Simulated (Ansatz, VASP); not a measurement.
## Two plane-wave programs on SiC

INCAR

```
PREC = Accurate
ENCUT = 520
EDIFF = 1E-6
ISMEAR = -1
SIGMA = 0.05
LREAL = F
LASPH = T
NELM = 80
ALGO = Normal
ISIF = 2
LWAVE = F
LCHARG = F
NBANDS = 26
```

File KPOINTS:

```
Automatic mesh
0
Gamma
  10 10 3
```

Contents of POSCAR:

```
SiC
1.0
    3.0756941497      0.0000000000      0.0000000000
   -1.5378470748      2.6636292679      0.0000000000
    0.0000000000      0.0000000000     10.0706464800
Si C
4 4
Direct
    0.0000000000      0.0000000000      0.1878943800
    0.0000000000      0.0000000000      0.6878943800
    0.3333333333      0.6666666667      0.4378419800
    0.6666666667      0.3333333333      0.9378419800
    0.0000000000      0.0000000000      0.0004600500
    0.0000000000      0.0000000000      0.5004600500
    0.3333333333      0.6666666667      0.2498025900
    0.6666666667      0.3333333333      0.7498025900
```

Contents of input.yaml:

```yaml
crystal:
  lattice:
    - [3.0756941497, 0.0, 0.0]
    - [-1.5378470748, 2.6636292679, 0.0]
    - [0.0, 0.0, 10.07064648]
  atoms:
    - { symbol: Si, position: [0.0, 0.0, 0.18789438] }
    - { symbol: Si, position: [0.0, 0.0, 0.68789438] }
    - { symbol: Si, position: [0.3333333333, 0.6666666667, 0.43784198] }
    - { symbol: Si, position: [0.6666666667, 0.3333333333, 0.93784198] }
    - { symbol: C, position: [0.0, 0.0, 0.00046005] }
    - { symbol: C, position: [0.0, 0.0, 0.50046005] }
    - { symbol: C, position: [0.3333333333, 0.6666666667, 0.24980259] }
    - { symbol: C, position: [0.6666666667, 0.3333333333, 0.74980259] }
hamiltonian:
  xc: lda
  pseudopotentials: { kind: paw, xc_functional: lda, accuracy: standard }
kpoints:
  mp_grid: { grid: [10, 10, 3] }
  band_path:
    path:
      - [[0.0, 0.0, 0.0], [0.5, 0.0, 0.0], [0.3333333333, 0.3333333333, 0.0], [0.0, 0.0, 0.0], [0.0, 0.0, 0.5], [0.5, 0.0, 0.5], [0.3333333333, 0.3333333333, 0.5], [0.0, 0.0, 0.5]]
      - [[0.5, 0.0, 0.5], [0.5, 0.0, 0.0]]
      - [[0.3333333333, 0.3333333333, 0.0], [0.3333333333, 0.3333333333, 0.5]]
    npoints: 10
scf:
  occupations: { method: fermi_dirac, width: 0.05 }
  n_extra_bands: 20
output:
  forces: true
  stress: true
  eigenvalues: true
  fatbands: false
```

Alike in both runs: functional LDA; k mesh 10 × 10 × 3; occupations fermi-dirac, width 0.05 eV; no spin polarisation.

|  | VASP | Ansatz |
| --- | --- | --- |
| version | VASP 6.6.1 | Ansatz 0.2.0 |
| potentials or method | VASP PAW LDA potentials, release 64 (Si, C) | JTH PAW LDA |
| plane-wave cutoff (eV) | 520 | 780 |
| valence electrons in the cell | 32 | 32 |
| task | single point | band structure |

|  | VASP | Ansatz | Ansatz less VASP |
| --- | --- | --- | --- |
| gap on the k mesh at the Fermi level (eV) | 2.17 | 2.18 | +0.011 |
| least direct gap on the mesh (eV) | 3.29 | 3.32 | +0.027 |
| pressure (GPa) | -3.4 | -4.1 | -0.70 |

LDA's correlation is that of Perdew and Zunger in VASP and of Perdew and Wang (1992) in Ansatz.
